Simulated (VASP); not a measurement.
# CdS (P6_3mc) in VASP: further runs, part 2 of 2

VASP 6.6.1. The steps go on from the part before.

## (5) Single point, r2SCAN (epitaxial xy strain -0.5%)

POSCAR

```
CdS
1.0
    4.1437782618      0.0000000000      0.0000000000
   -2.0718891309      3.5886172423      0.0000000000
    0.0000000000      0.0000000000      6.7974712400
Cd S
2 2
Direct
    0.3333333333      0.6666666667      0.0001691295
    0.6666666667      0.3333333333      0.5001691295
    0.3333333333      0.6666666667      0.3748308705
    0.6666666667      0.3333333333      0.8748308705
```

INCAR.step1

```
SYSTEM = CdS
PREC = Accurate ; ENCUT = 520
ISMEAR = 0 ; SIGMA = 0.01
LREAL = .False. ; LASPH = .True.
NELM = 60 ; NBANDS = 26
GGA = PE ; ALGO = Normal
EDIFF = 1E-4 ; LWAVE = .True.
LCHARG = .False.
```

INCAR.step2

```
SYSTEM = CdS
PREC = Accurate ; ENCUT = 520
EDIFF = 1E-7 ; ISMEAR = 0
SIGMA = 0.01 ; LREAL = .False.
LASPH = .True. ; NELM = 60
ALGO = Normal ; ISIF = 2
LWAVE = .False. ; LCHARG = .True.
METAGGA = R2SCAN ; LMIXTAU = .True.
LELF = .True. ; LVHAR = .True.
NBANDS = 26 ; ISTART = 1
```

KPOINTS

```
regular mesh
0
Gamma
  12 12 4
  0 0 0
```

Potentials or basis: VASP PAW PBE potentials, release 64 (Cd, S).

Run with:

```console
> cat potpaw_PBE.64/Cd/POTCAR potpaw_PBE.64/S/POTCAR > POTCAR
> cp INCAR.step1 INCAR
> mpirun -np 1 vasp_std > vasp.out
> cp INCAR.step2 INCAR
> mpirun -np 1 vasp_std > vasp.out
```

OUTCAR:

```text
SYSTEM = CdS
   PREC = Accurate
   ENCUT = 520
   EDIFF = 1E-7
   ISMEAR = 0
   LREAL = .False.
   LASPH = .True.
   NELM = 60
   ISIF = 2
   METAGGA = R2SCAN
   ISTART = 1

 ion  position               nearest neighbor table
   1  0.333  0.667  0.000-   4 2.54   4 2.54   4 2.54   3 2.55
   2  0.667  0.333  0.500-   3 2.54   3 2.54   3 2.54   4 2.55
   3  0.333  0.667  0.375-   2 2.54   2 2.54   2 2.54   1 2.55
   4  0.667  0.333  0.875-   1 2.54   1 2.54   1 2.54   2 2.55

  LATTYP: Found a hexagonal cell.
 ALAT       =     4.1437782618
 C/A-ratio  =     1.6404041941

  Lattice vectors:

 A1 = (   4.1437782618,   0.0000000000,   0.0000000000)
 A2 = (  -2.0718891309,   3.5886172423,   0.0000000000)
 A3 = (   0.0000000000,   0.0000000000,   6.7974712400)

Analysis of symmetry for initial positions (statically):
=====================================================================
 Subroutine PRICEL returns:
 Original cell was already a primitive cell.

 Routine SETGRP: Setting up the symmetry group for a
 hexagonal supercell.

 Subroutine GETGRP returns: Found 12 space group operations
 (whereof  6 operations were pure point group operations)
 out of a pool of 24 trial point group operations.

The static configuration has the point symmetry C_3v.
 The point group associated with its full space group is C_6v.

Analysis of symmetry for dynamics (positions and initial velocities):
=====================================================================
 Subroutine PRICEL returns:
 Original cell was already a primitive cell.

 Routine SETGRP: Setting up the symmetry group for a
 hexagonal supercell.

 Subroutine GETGRP returns: Found 12 space group operations
 (whereof  6 operations were pure point group operations)
 out of a pool of 24 trial point group operations.

The dynamic configuration has the point symmetry C_3v.
 The point group associated with its full space group is C_6v.

 Subroutine INISYM returns: Found 12 space group operations
 (whereof  6 operations are pure point group operations),
 and found     1 'primitive' translations

----------------------------------------------------------------------------------------

                                     Primitive cell

  volume of cell :     101.0813

  direct lattice vectors                    reciprocal lattice vectors
     4.143778262  0.000000000  0.000000000     0.241325654  0.139329431  0.000000000
    -2.071889131  3.588617242  0.000000000     0.000000000  0.278658863  0.000000000
     0.000000000  0.000000000  6.797471240     0.000000000  0.000000000  0.147113532

  length of vectors
     4.143778262  4.143778262  6.797471240     0.278658863  0.278658863  0.147113532

  position of ions in fractional coordinates (direct lattice)
     0.333333333  0.666666667  0.000169130
     0.666666667  0.333333333  0.500169130
     0.333333333  0.666666667  0.374830870
     0.666666667  0.333333333  0.874830870

  ion indices of the primitive-cell ions
   primitive index   ion index
                 1           1
                 2           2
                 3           3
                 4           4

----------------------------------------------------------------------------------------

 KPOINTS: regular mesh

Automatic generation of k-mesh.
 Grid dimensions read from file:
[... 22 lines left out ...]
  0.000000  0.000000  0.000000      1.000000
  0.083333  0.000000  0.000000      6.000000
  0.166667  0.000000  0.000000      6.000000
  0.250000 -0.000000  0.000000      6.000000
  0.333333  0.000000  0.000000      6.000000
  0.416667  0.000000  0.000000      6.000000
[... 16 lines left out ...]
  0.250000 -0.000000  0.250000     12.000000
  0.333333  0.000000  0.250000     12.000000
 [... further k-points ...]
   k-points           NKPTS =     57   k-points in BZ     NKDIM =     57   number of bands    NBANDS=     26
   number of dos      NEDOS =    301   number of ions     NIONS =      4
   total plane-waves  NPLWV =  55296
   dimension x,y,z NGX =    32 NGY =   32 NGZ =   54
   dimension x,y,z NGXF=    64 NGYF=   64 NGZF=  108
   ions per type =               2   2
   NGX,Y,Z   is equivalent  to a cutoff of  12.84, 12.84, 13.21 a.u.
   NGXF,Y,Z  is equivalent  to a cutoff of  25.68, 25.68, 26.41 a.u.
 SYSTEM =  CdS
   PREC   = accura    normal or accurate (medium, high low for compatibility)
   ISTART =      1    job   : 0-new  1-cont  2-samecut
   ICHARG =      0    charge: 1-file 2-atom 10-const
   ISPIN  =      1    spin polarized calculation?
   LNONCOLLINEAR =      F non collinear calculations
   LSORBIT =      F    spin-orbit coupling
   LASPH  =      T    aspherical Exc in radial PAW
   ENCUT  =  520.0 eV  38.22 Ry    6.18 a.u.   7.70  7.70 12.64*2*pi/ulx,y,z
   NELM   =     60;   NELMIN=  2; NELMDL=  0     # of ELM steps
   EDIFF  = 0.1E-06   stopping-criterion for ELM
   LREAL  =      F    real-space projection
   EDIFFG = 0.1E-05   stopping-criterion for IOM
   NSW    =      0    number of steps for IOM
   IBRION =     -1    ionic relax: 0-MD 1-quasi-New 2-CG
   NFREE  =      0    steps in history (QN), initial steepest desc. (CG)
   ISIF   =      2    stress and relaxation
   ISYM   =      2    0-nonsym 1-usesym 2-fastsym
   POTIM  = 0.5000    time-step for ionic-motion
   TEBEG  =    0.0;   TEEND  =   0.0 temperature during run
   PSTRESS=    0.0 pullay stress
   NELECT =      36.0000    total number of electrons
   NUPDOWN=      -1.0000    fix difference up-down
   EMIN   =  10.00;   EMAX   =-10.00  energy-range for DOS
   EFERMI =   0.00;   METHOD = LEGACY
   ISMEAR =     0;   SIGMA  =   0.01  broadening in eV -4-tet -1-fermi 0-gaus
   EFERMI_NEDOS =   21; number of points for ismear=-14 and -15
   IALGO  =     38    algorithm
   IMIX   =      4    mixing-type and parameters
     AMIX     =   0.40;   BMIX     =  1.00
     AMIX_MAG =   1.60;   BMIX_MAG =  1.00
  volume/ion in A,a.u.               =      25.27       170.53
  Fermi-wavevector in a.u.,A,eV,Ry     =   1.160429  2.192893 18.321551  1.346596
  Thomas-Fermi vector in A             =   2.297012
   LORBIT       =      0    0 simple, 1 ext, 2 COOP (PROOUT), +10 PAW based schemes
   METAGGA = R2SCAN    functional components
   LHFCALC =     F    Hartree Fock is set to
   AEXX    =    0.0000 exact exchange contribution
   IVDW    =     0    specifies the selected vdW correction
   LEPSILON=     F    determine dielectric tensor
   LRPA    =     F    only Hartree local field effects (RPA)
 non-spin polarized calculation
 Gauss-broadening in eV      SIGMA  =   0.01
  energy-cutoff  :      520.00
  volume of cell :      101.08
 maximum number of plane-waves:      2756
 NGX is ok and might be reduce to    32
   NGX = 15   NGY = 15   NGZ = 25

 number of electron      36.0000001 magnetization

 Free energy of the ion-electron system (eV)
  ---------------------------------------------------
  ext. energy  EPLUGINS =         0.00000000
  ---------------------------------------------------
  free energy    TOTEN  =       -59.38005991 eV

  energy without entropy =      -59.38005991  energy(sigma->0) =      -59.38005991

 E-fermi :   0.9669     XC(G=0):  -9.6363

 val. band max:        0.9008957107   @ k =   0.0000   0.0000   0.0000
 cond. band min:       2.5215984320   @ k =   0.0000   0.0000   0.0000
 fundamental gap:      1.6207027213
 Fermi energy:         0.9668732517

 k-point     1 :       0.0000    0.0000    0.0000
  band No.  band energies     occupation
      1     -11.8725      2.00000
      2     -11.4592      2.00000
      3      -6.9952      2.00000
      4      -6.9832      2.00000
      5      -6.9832      2.00000
      6      -6.8951      2.00000
[... 685 lines left out ...]
     25       9.2518      0.00000
     26      10.5722      0.00000

 [... further k-points ...]

------------------------ aborting loop because EDIFF is reached ----------------------------------------

  FORCE on cell =-STRESS in cart. coord.  units (eV):
  Direction    XX          YY          ZZ          XY          YZ          ZX
  --------------------------------------------------------------------------------------
  -------------------------------------------------------------------------------------
  Total        0.4827922      0.4827922      0.2031069      0.0000000      0.0000000      0.0000000
  in kB        7.6524376      7.6524376      3.2193204      0.0000000      0.0000000      0.0000000
  external PRESSURE =       6.1747319 kB  Pullay stress =       0.0000000 kB

 VOLUME and BASIS-vectors are now :
 -----------------------------------------------------------------------------
  energy-cutoff  :      520.00
  volume of cell :      101.08
      direct lattice vectors                 reciprocal lattice vectors
     4.143778262  0.000000000  0.000000000     0.241325654  0.139329431  0.000000000
    -2.071889131  3.588617242  0.000000000     0.000000000  0.278658863  0.000000000
     0.000000000  0.000000000  6.797471240     0.000000000  0.000000000  0.147113532

 POSITION                                       TOTAL-FORCE (eV/Angst)
 -----------------------------------------------------------------------------------
     -0.00000      2.39241      0.00115        -0.000000      0.000000      0.000216
      2.07189      1.19621      3.39989         0.000000     -0.000000      0.000216
     -0.00000      2.39241      2.54790        -0.000000      0.000000     -0.000216
      2.07189      1.19621      5.94664        -0.000000      0.000000     -0.000216
 -----------------------------------------------------------------------------------
    total drift:                               -0.000000     -0.000000      0.003148

  FREE ENERGIE OF THE ION-ELECTRON SYSTEM (eV)
  ---------------------------------------------------
  free  energy   TOTEN  =       -59.3800599052 eV

  energy  without entropy=      -59.3800599052  energy(sigma->0) =      -59.38005991
```

It took 4.7 min on 1 thread of Intel Xeon 6975P-C (Granite Rapids), shared host; peak memory 0.31 GiB.

Results:

| Property | Result |
| --- | --- |
| Free energy | -59.3801 eV |
| Pressure | 0.6 GPa |
| Band gap on the k mesh | 1.62 eV |

Stress tensor (GPa, compression positive):
```
0.77 0.00 0.00
0.00 0.77 0.00
0.00 0.00 0.32
```

Levels at points of the mesh, in eV from the valence-band top:
```csv
k point,band 15,band 16,band 17,band 18,band 19,band 20,band 21,band 22
"(0.00, 0.00, 0.00)",-0.74,-0.07,0.00,0.00,1.62,3.29,7.02,7.02
"(0.50, 0.00, 0.00)",-2.65,-1.86,-1.31,-0.75,4.14,4.28,5.37,6.80
"(0.00, 0.00, 0.50)",-0.38,-0.38,-0.38,-0.38,3.29,3.29,6.59,6.59
"(0.50, 0.00, 0.50)",-1.36,-1.36,-1.33,-1.33,3.84,3.84,5.79,5.79
```

Caveat: the cell differs from its parent crystal (epitaxial xy strain -0.5%); the PAW data sets were made with another functional, which shifts forces and pressure a little. A k mesh can miss the band edges.

## (6) Single point, r2SCAN

POSCAR

```
CdS
1.0
    4.1646012681      0.0000000000      0.0000000000
   -2.0823006341      3.6066504948      0.0000000000
    0.0000000000      0.0000000000      6.7660105206
Cd S
2 2
Direct
    0.3333333333      0.6666666667     -0.0009631153
    0.6666666667      0.3333333333      0.4990368847
    0.3333333333      0.6666666667      0.3759631153
    0.6666666667      0.3333333333      0.8759631153
```

INCAR.step1

```
SYSTEM = CdS
PREC = Accurate
ENCUT = 520
ISMEAR = 0
SIGMA = 0.01
LREAL = .False.
LASPH = .True.
NELM = 100
NBANDS = 26
GGA = PE
ALGO = Normal
EDIFF = 1E-4
LWAVE = .True.
LCHARG = .False.
```

INCAR.step2

```
SYSTEM = CdS
PREC = Accurate
ENCUT = 520
EDIFF = 1E-6
ISMEAR = 0
SIGMA = 0.01
LREAL = .False.
LASPH = .True.
NELM = 100
ALGO = Normal
ISIF = 2
LWAVE = .False.
LCHARG = .False.
METAGGA = R2SCAN
LMIXTAU = .True.
NBANDS = 26
ISTART = 1
```

KPOINTS is that of step 5.

Potentials or basis: VASP PAW PBE potentials, release 64 (Cd, S).

Run with:

```console
> cat potpaw_PBE.64/Cd/POTCAR potpaw_PBE.64/S/POTCAR > POTCAR
> cp INCAR.step1 INCAR
> mpirun -np 1 vasp_std > vasp.out
> cp INCAR.step2 INCAR
> mpirun -np 1 vasp_std > vasp.out
```

It took 3.1 min on 1 thread of Intel Xeon 6975P-C (Granite Rapids), shared host; peak memory 0.31 GiB.

Results (log left out):

```
Free energy            : -59.3825 eV
Pressure               : 0.3 GPa
Band gap on the k mesh : 1.63 eV
```

Levels at points of the mesh, in eV from the valence-band top:
| k point | band 14 | band 15 | band 16 | band 17 | band 18 | band 19 | band 20 | band 21 | band 22 | band 23 |
| --- | --- | --- | --- | --- | --- | --- | --- | --- | --- | --- |
| (0.00, 0.00, 0.00) | -0.74 | -0.74 | -0.04 | 0.00 | 0.00 | 1.63 | 3.22 | 6.99 | 6.99 | 7.33 |
| (0.50, 0.00, 0.00) | -3.45 | -2.60 | -1.85 | -1.26 | -0.74 | 4.15 | 4.25 | 5.43 | 6.84 | 7.51 |
| (0.00, 0.00, 0.50) | -2.41 | -0.38 | -0.38 | -0.38 | -0.38 | 3.26 | 3.26 | 6.62 | 6.62 | 7.33 |
| (0.50, 0.00, 0.50) | -4.07 | -1.33 | -1.33 | -1.30 | -1.30 | 3.87 | 3.87 | 5.79 | 5.79 | 8.34 |

Caveat: the PAW data sets were made with another functional, which shifts forces and pressure a little.

## (7) The runs side by side

```csv
level,cell,smearing,gap on the mesh (eV),pressure (GPa)
PBE,"a = 4.165, b = 4.165, c = 6.766 Å, angles 90.0, 90.0, 120.0°, 4 atoms, atomic positions A",fermi-dirac 0.02 eV,1.17,1.7
PBE,"a = 4.227, b = 4.227, c = 6.670 Å, angles 90.0, 90.0, 120.0°, 4 atoms, atomic positions B",fermi-dirac 0.02 eV,1.13,0.8
r2SCAN,"a = 4.102, b = 4.102, c = 6.665 Å, angles 90.0, 90.0, 120.0°, 4 atoms, atomic positions A",gaussian 0.01 eV,1.74,3.4
r2SCAN,"a = 4.144, b = 4.144, c = 6.797 Å, angles 90.0, 90.0, 120.0°, 4 atoms, atomic positions C",gaussian 0.01 eV,1.62,0.6
r2SCAN,"a = 4.165, b = 4.165, c = 6.766 Å, angles 90.0, 90.0, 120.0°, 4 atoms, atomic positions A",gaussian 0.01 eV,1.63,0.3
```

Alike in all rows: task single point; potentials or basis VASP PAW PBE potentials, release 64 (Cd, S); no spin polarisation; k mesh 12 × 12 × 4; cutoff (eV) 520.

Caveats: the PAW data sets were made with another functional, which shifts forces and pressure a little (at least some runs); the cell stands under pressure (at least some runs).

Total energies depend on the potentials used, so only differences within one code and one set of settings carry meaning.
